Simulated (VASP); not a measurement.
Runs of VASP 6.6.1 on Fe. The structure is that of space group Im-3m (No. 229), or close to it. The cells are those of the table. 

```tsv
task	spin	cell	k mesh for the DOS	occupations for the DOS	gap on the mesh (eV)	pressure (GPa)	moment (μB)
single point	collinear, ferromagnetic start	a = 2.397 Å, angles 109.5°, 1 atom	-	-	none	-5.7	1.99
electric field gradients	collinear, ferromagnetic start	a = 2.499 Å, angles 109.5°, 1 atom	-	-	none	-26.2	2.21
single point	collinear, ferromagnetic start	a = 2.381 Å, angles 109.5°, 1 atom	33 × 33 × 33	tetrahedron	-	-	1.94
single point	off	a = 2.381 Å, angles 109.5°, 1 atom	-	-	none	-16.8	-
single point	collinear, ferromagnetic start	a = 2.385 Å, angles 109.5°, 1 atom	-	-	none	-2.3	1.95
single point	collinear, ferromagnetic start	a = 2.499 Å, angles 109.5°, 1 atom	-	-	none	-26.2	2.21
single point	collinear, ferromagnetic start	a = 2.349 Å, angles 109.5°, 1 atom	-	-	none	10.4	1.88
single point	collinear, ferromagnetic start	a = 2.381 Å, angles 109.5°, 1 atom	-	-	none	-1.0	1.94
electric field gradients	collinear, ferromagnetic start	a = 2.381 Å, angles 109.5°, 1 atom	-	-	none	-1.0	1.94
single point	collinear, ferromagnetic start	a = 2.413 Å, angles 109.5°, 1 atom	-	-	none	-9.4	2.05
single point	collinear, ferromagnetic start	a = 2.365 Å, angles 109.5°, 1 atom	-	-	none	(a)	(b)
```

Alike in all rows: level LDA; potentials or basis VASP PAW LDA potentials, release 64 (Fe); k mesh 22 × 22 × 22; cutoff (eV) 520; smearing gaussian 0.05 eV.

Question: Fill in the values left out.

Answer: (a) 4.3; (b) 1.91.

Caveats: the cell stands under tension (at least some runs); the cell stands under pressure (at least some runs); tetrahedron occupations give inexact forces and stress in metals (at least some runs).

A gap of «none» marks levels without a gap at the run's occupations.
